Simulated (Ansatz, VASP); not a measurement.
One calculation of SnO2, two programs

```xyz
6
Lattice="4.7605 0.0000 0.0000 0.0000 4.7607 0.0000 0.0000 0.0000 3.2001" Properties=species:S:1:pos:R:3 pbc="T T T"
Sn    2.3803    2.3803    1.6000
Sn    0.0000    0.0000    0.0000
O     1.4559    1.4564    0.0000
O     3.8362    0.9239    1.6000
O     0.9243    3.8368    1.6000
O     3.3046    3.3043    0.0000
```

Alike in both runs: task single point; functional r2SCAN; k mesh 4 × 4 × 6; no spin polarisation.

```csv
,VASP,Ansatz
version,VASP 6.6.1,Ansatz 0.2.0
potentials or method,"VASP PAW PBE potentials, release 64 (Sn_d, O)","plane waves, PAW"
plane-wave cutoff (eV),520,500
occupations,"gaussian, width 0.01 eV",fixed
valence electrons in the cell,52,52
```

```tsv
	VASP	Ansatz	Ansatz less VASP
gap on the k mesh at the Fermi level (eV)	1.79	1.77	-0.026
pressure (GPa)	1.1	0.0	-1.09
traceless stress, the component that is largest in VASP (GPa)	0.39	0.05	-0.341
rms of the force components (eV/Å)	0.011	0.002	-0.0092
```

VASP's potentials were made for PBE, not for r2SCAN. Atom by atom the forces differ by 0.013 eV/Å (rms over components).
